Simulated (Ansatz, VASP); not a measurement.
CdSe in VASP and in Ansatz

The input INCAR:

```
SYSTEM = CdSe
  PREC = Accurate
  ENCUT = 520
  EDIFF = 1E-7
  ISMEAR = 0
  SIGMA = 0.01
  LREAL = .FALSE.
  LASPH = .TRUE.
  NELM = 60
  ALGO = Normal
  ISIF = 2
  LWAVE = .FALSE.
  LCHARG = .TRUE.
  GGA = CA
  LELF = .TRUE.
  LVHAR = .TRUE.
  NBANDS = 26
```

File KPOINTS:

```
Automatic mesh
0
G
  9 9 6
  0 0 0
```

The input POSCAR:

```
CdSe
1.0
    4.3021423044      0.0000000000      0.0000000000
   -2.1510711522      3.7257645263      0.0000000000
    0.0000000000      0.0000000000      7.0214577968
Cd Se
2 2
Direct
    0.3333333333      0.6666666667     -0.0557865104
    0.6666666667      0.3333333333      0.4442134896
    0.3333333333      0.6666666667      0.4317865104
    0.6666666667      0.3333333333      0.9317865104
```

Input for Ansatz:

```yaml
crystal:
  lattice:
    - [4.3021423044, 0.0, 0.0]
    - [-2.1510711522, 3.7257645263, 0.0]
    - [0.0, 0.0, 7.0214577968]
  atoms:
    - { symbol: Cd, position: [0.3333333333, 0.6666666667, -0.0557865104] }
    - { symbol: Cd, position: [0.6666666667, 0.3333333333, 0.4442134896] }
    - { symbol: Se, position: [0.3333333333, 0.6666666667, 0.4317865104] }
    - { symbol: Se, position: [0.6666666667, 0.3333333333, 0.9317865104] }
basis:
  ecutwfc: 420
  xc_grid: 2
kpoints:
  mp_grid: { grid: [9, 9, 6] }
hamiltonian:
  xc: lda
  pseudopotentials: { kind: paw, azcp: { folder: soft_1 } }
scf:
  occupations: { method: fixed }
output:
  forces: true
  stress: true
  eigenvalues: true
  polarization: {}
```

Change from the starting cell: polar distortion scaled by 0.10.

Alike in both runs: task single point; functional LDA; k mesh 9 × 9 × 6; no spin polarisation.

|  | VASP | Ansatz |
| --- | --- | --- |
| version | VASP 6.6.1 | Ansatz 0.2.0 |
| potentials or method | VASP PAW LDA potentials, release 64 (Cd, Se), cutoff 520 eV | scalar-relativistic, plane waves, PAW |
| occupations | gaussian, width 0.01 eV | fixed |
| valence electrons in the cell | 36 | 72 |

VASP gave:

- gap on the k mesh at the Fermi level (eV): 0.76
- least direct gap on the mesh (eV): 0.76
- pressure (GPa): 2.1
- traceless stress, the component that is largest in VASP (GPa): -5.57
- rms of the force components (eV/Å): 0.114

Q: What did Ansatz give for the same quantities?

A: gap on the k mesh at the Fermi level (eV): 0.72; least direct gap on the mesh (eV): 0.72; pressure (GPa): 1.6; traceless stress, the component that is largest in VASP (GPa): -5.09; rms of the force components (eV/Å): 0.110.

Ansatz warns that its potentials were made for another functional, while VASP's fit it. LDA's correlation is that of Perdew and Zunger in VASP and of Perdew and Wang (1992) in Ansatz. Atom by atom the forces differ by 0.004 eV/Å (rms over components). VASP's potentials hold 36 valence electrons a cell and Ansatz's 72, so a difference there can come from the potentials and not from the codes.
